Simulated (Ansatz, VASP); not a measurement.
**Mg3Cd2S5: VASP beside Ansatz**

INCAR

```
SYSTEM = Mg3Cd2S5
PREC     = Accurate       ! precision mode
ENCUT    = 520            ! plane-wave cutoff, eV
EDIFF    = 1E-6           ! SCF threshold, eV
ISMEAR   = 0              ! smearing method
SIGMA    = 0.1            ! smearing width, eV
LREAL    = .False.        ! projectors in reciprocal space
LASPH    = .True.         ! aspherical terms in the spheres
NELM     = 100            ! most SCF steps
ALGO     = Normal         ! electronic algorithm
ISIF     = 2              ! what is computed and relaxed
LWAVE    = .False.        ! write WAVECAR
LCHARG   = .False.        ! write CHGCAR
GGA      = PE             ! functional
NBANDS   = 41             ! bands
```

The input KPOINTS:

```
Automatic mesh
0
Gamma
  4 4 4
  0 0 0
```

POSCAR

```
Mg3Cd2S5
1.0
    0.0000000000     -3.7847667118      0.0000000000
    3.7847667118      0.0000000000      0.0000000000
   -1.8923833559      1.8923833559     13.3887502907
Mg Cd S
3 2 5
Direct
    0.5000000000      0.5000000000      0.0000000000
    0.7004339321      0.7004339321      0.4008678642
    0.2995660679      0.2995660679      0.5991321358
    0.8987316215      0.8987316215      0.7974632429
    0.1012683785      0.1012683785      0.2025367571
    0.0000000000      0.0000000000      0.0000000000
    0.6006714900      0.6006714900      0.2013429800
    0.2024888522      0.2024888522      0.4049777043
    0.7975111478      0.7975111478      0.5950222957
    0.3993285100      0.3993285100      0.7986570200
```

Input for Ansatz:

```yaml
crystal:
  lattice:
    - [0.0, -3.7847667118, 0.0]
    - [3.7847667118, 0.0, 0.0]
    - [-1.8923833559, 1.8923833559, 13.3887502907]
  atoms:
    - { symbol: Mg, position: [0.5, 0.5, 0.0] }
    - { symbol: Mg, position: [0.7004339321, 0.7004339321, 0.4008678642] }
    - { symbol: Mg, position: [0.2995660679, 0.2995660679, 0.5991321358] }
    - { symbol: Cd, position: [0.8987316215, 0.8987316215, 0.7974632429] }
    - { symbol: Cd, position: [0.1012683785, 0.1012683785, 0.2025367571] }
    - { symbol: S, position: [0.0, 0.0, 0.0] }
    - { symbol: S, position: [0.60067149, 0.60067149, 0.20134298] }
    - { symbol: S, position: [0.2024888522, 0.2024888522, 0.4049777043] }
    - { symbol: S, position: [0.7975111478, 0.7975111478, 0.5950222957] }
    - { symbol: S, position: [0.39932851, 0.39932851, 0.79865702] }
basis:
  ecutwfc: 420
kpoints:
  mp_grid: { grid: [4, 4, 4] }
hamiltonian:
  xc: pbe
scf:
  occupations: { method: gaussian, width: 0.1 }
  lower_state_search: "off"
output:
  forces: true
  stress: true
  eigenvalues: true
```

Alike in both runs: task single point; functional PBE; k mesh 4 × 4 × 4; occupations gaussian, width 0.1 eV; no spin polarisation.

|  | VASP | Ansatz |
| --- | --- | --- |
| version | VASP 6.6.1 | Ansatz 0.2.0 |
| potentials or method | VASP PAW PBE potentials, release 64 (Mg, Cd, S), cutoff 520 eV | scalar-relativistic, plane waves, PAW |
| valence electrons in the cell | 60 | 100 |

```tsv
	VASP	Ansatz	Ansatz less VASP
gap on the k mesh at the Fermi level (eV)	0.84	0.85	+0.006
least direct gap on the mesh (eV)	1.71	1.72	+0.016
pressure (GPa)	0.2	0.1	-0.05
traceless stress, the component that is largest in VASP (GPa)	-0.40	-0.37	+0.030
rms of the force components (eV/Å)	0.004	0.003	-0.0010
```

Atom by atom the forces differ by 0.007 eV/Å (rms over components). VASP's potentials hold 60 valence electrons a cell and Ansatz's 100, so a difference there can come from the potentials and not from the codes.
